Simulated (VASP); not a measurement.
A run of VASP 6.6.1 is set up as follows.

Contents of INCAR:

```
SYSTEM = Sc2GaSbAs2
PREC = Accurate ; ENCUT = 520
EDIFF = 1E-6 ; ISMEAR = 0
SIGMA = 0.1 ; LREAL = .FALSE.
LASPH = .TRUE. ; NELM = 80
ALGO = Normal ; ISIF = 2
LWAVE = .FALSE. ; LCHARG = .TRUE.
GGA = PE ; LELF = .TRUE.
LVHAR = .TRUE. ; NBANDS = 34
```

File KPOINTS:

```
Automatic mesh
0
G
  4 4 4
  0 0 0
```

POSCAR

```
Sc2GaSbAs2
1.0
    3.9952396683      0.0000000000      0.0000000000
    0.0000000000      3.9952396683      0.0000000000
    0.0000000000      0.0000000000      7.8866143115
Sc Ga Sb As
2 1 1 2
Direct
    0.5000000000      0.0000000000      0.3220336267
    0.0000000000      0.5000000000      0.6779663733
    0.0000000000      0.0000000000      0.0000000000
    0.5000000000      0.5000000000      0.0000000000
    0.5000000000      0.0000000000      0.6669596454
    0.0000000000      0.5000000000      0.3330403546
```

Potentials or basis: VASP PAW PBE potentials, release 64 (Sc_sv, Ga_d, Sb, As).

The run is started by

```sh
$ cat potpaw_PBE.64/Sc_sv/POTCAR potpaw_PBE.64/Ga_d/POTCAR potpaw_PBE.64/Sb/POTCAR potpaw_PBE.64/As/POTCAR > POTCAR
$ mpirun -np 1 vasp_std > vasp.out
```

Q: What does it give for the band gap on the k mesh?

A: Zero (band 25 reaches 6.24 eV, above the bottom of band 26 at 5.25 eV).

Q: Estimate the largest force.

A: 0.006 eV/Å.

Q: Predict the pressure.

A: 0.1 GPa.

Forces in eV/Å, atoms in the order of the input:
```
Sc   0.000  0.000 -0.006
Sc   0.000  0.000  0.006
Ga   0.000  0.000  0.000
Sb   0.000  0.000  0.000
As   0.000  0.000  0.000
As   0.000  0.000  0.000
```

Caveat: the k points lie up to 0.39 Å⁻¹ apart; spin-orbit coupling is left out, which moves the levels of the heavy elements.
